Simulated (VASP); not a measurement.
A run of VASP 6.6.1:

INCAR

```
ALGO = Fast
EDIFF = 1E-6
ENCUT = 520
GGA = PS
ISIF = 2
ISMEAR = -1
IVDW = 12
LASPH = True
LCHARG = False
LREAL = False
LWAVE = False
NBANDS = 9
NELM = 80
PREC = Accurate
SIGMA = 0.05
```

KPOINTS

```
k-points
0
Gamma
  13 13 8
```

POSCAR

```
Be
1.0
    2.2343218189      0.0000000000      0.0000000000
   -1.1171609095      1.9349794554      0.0000000000
    0.0000000000      0.0000000000      3.5075070964
Be
2
Direct
    0.6666666667      0.3333333333      0.7500000000
    0.3333333333      0.6666666667      0.2500000000
```

Potentials or basis: VASP PAW PBE potentials, release 64 (Be).

Command:

```bash
$ cat potpaw_PBE.64/Be/POTCAR > POTCAR
$ mpirun -np 1 vasp_std > vasp.out
```

Hardware: 1 thread of Intel(R) Xeon(R) Platinum 8259CL CPU @ 2.50GHz (Skylake/Cascade Lake), on a shared host.

Question: How long does it take, and how much memory?

Answer: Run time: 21 s on 1 thread of Intel(R) Xeon(R) Platinum 8259CL CPU @ 2.50GHz (Skylake/Cascade Lake), on a shared host, peak memory 0.14 GiB. Counts: scf iterations 10, k points 105.
